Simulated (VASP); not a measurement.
Here is a VASP 6.6.1 calculation.

The input INCAR:

```
SYSTEM = BN
PREC = Accurate ; ENCUT = 520
EDIFF = 1E-6 ; ISMEAR = 0
SIGMA = 0.05 ; LREAL = .False.
LASPH = .True. ; NELM = 80
ALGO = Normal ; ISIF = 2
LWAVE = .False. ; LCHARG = .False.
GGA = PS ; NBANDS = 36
```

Contents of KPOINTS:

```
Automatic mesh
0
Gamma
  10 10 2
  0 0 0
```

The input POSCAR:

```
BN
1.0
   -2.5410113127      0.0000000000      0.0000000000
    1.2705056564     -2.2005803481      0.0000000000
    0.0000000000      0.0000000000     14.1098865130
B N
6 6
Direct
    0.3333333333      0.6666666667      0.0558059726
    0.3333333333      0.6666666667      0.3537031598
    0.3333333333      0.6666666667      0.6516003471
    0.6666666667      0.3333333333      0.8005489407
    0.6666666667      0.3333333333      0.2047545662
    0.6666666667      0.3333333333      0.5026517535
    0.3333333333      0.6666666667      0.8379451685
    0.3333333333      0.6666666667      0.2421507941
    0.3333333333      0.6666666667      0.5400479813
    0.6666666667      0.3333333333      0.6889965749
    0.6666666667      0.3333333333      0.0932022004
    0.6666666667      0.3333333333      0.3910993877
```

Potentials or basis: VASP PAW PBE potentials, release 64 (B, N).

Launch:

```console
$ cat potpaw_PBE.64/B/POTCAR potpaw_PBE.64/N/POTCAR > POTCAR
$ mpirun -np 1 vasp_std > vasp.out
```

Q: Estimate the largest force.

A: 3.729 eV/Å.

Q: Estimate the pressure.

A: -4.5 GPa.

Forces on the atoms (eV/Å):
```
B    0.000  0.000  0.449
B    0.000  0.000  0.665
B    0.000  0.000  0.882
B    0.000  0.000  3.729
B    0.000  0.000  0.891
B    0.000  0.000  0.673
N    0.000  0.000 -1.493
N    0.000  0.000 -0.678
N    0.000  0.000 -0.682
N    0.000  0.000 -1.120
N    0.000  0.000 -2.660
N    0.000  0.000 -0.657
```

Caveat: the PAW data sets were made with another functional, which shifts forces and pressure a little.
